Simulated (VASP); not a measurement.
The system is SiC.

```
Si C
1.0
     1.54742   -2.68023    0.00000
     1.54742    2.68023    0.00000
     0.00000    0.00000   15.18646
Si C
6 6
Direct
  0.16666 0.83334 0.85771
  0.83334 0.16666 0.35771
  0.50000 0.50000 0.52448
  0.50000 0.50000 0.02448
  0.83333 0.16667 0.69121
  0.16667 0.83333 0.19121
  0.50000 0.50000 0.64984
  0.50000 0.50000 0.14984
  0.16667 0.83333 0.98269
  0.83333 0.16667 0.48269
  0.83333 0.16667 0.81620
  0.16667 0.83333 0.31620
```

| Item | Value |
| --- | --- |
| Program | VASP 6.6.1 |
| Task | relaxation of cell and atoms |
| Functional | LDA |
| Potentials or basis | VASP PAW LDA potentials, release 64 (Si, C) |
| Cutoff | 600 eV |
| k mesh | 12 × 12 × 2 |
| Occupations | gaussian, width 0.02 eV |
| Spin | no spin polarisation |

At the start: pressure -7.2 GPa; volume 10.50 Å³/atom.

Task: Where does the relaxation end?

Result: Over 6 steps the energy falls by 8.1 meV/atom and the volume is 10.15 Å³/atom (-3.3 %); space group P6_3mc (No. 186, to 0.1 Å) before and after.

Step by step:
```csv
step,energy change (eV),largest force (eV/Å),pressure (GPa),volume (Å³)
1,0.0000,0.0100,-7.24,125.97
2,0.0163,0.0320,8.76,117.51
3,-0.0972,0.0089,-0.05,121.81
4,-0.0972,0.0093,0.10,121.73
5,-0.0972,0.0098,-0.09,121.83
6,-0.0972,0.0015,0.00,121.78
```

Final structure:
```xyz
12
Lattice="1.5301 -2.6502 0.0000 1.5301 2.6502 0.0000 0.0000 0.0000 15.0160" Properties=species:S:1:pos:R:3 pbc="T T T"
Si    1.5301    1.7668   12.8793
Si    1.5301   -1.7668    5.3713
Si    1.5301    0.0000    7.8756
Si    1.5301    0.0000    0.3676
Si    1.5301   -1.7668   10.3794
Si    1.5301    1.7668    2.8714
C     1.5301    0.0000    9.7579
C     1.5301    0.0000    2.2499
C     1.5301    1.7668   14.7560
C     1.5301   -1.7668    7.2480
C     1.5301   -1.7668   12.2561
C     1.5301    1.7668    4.7481
```
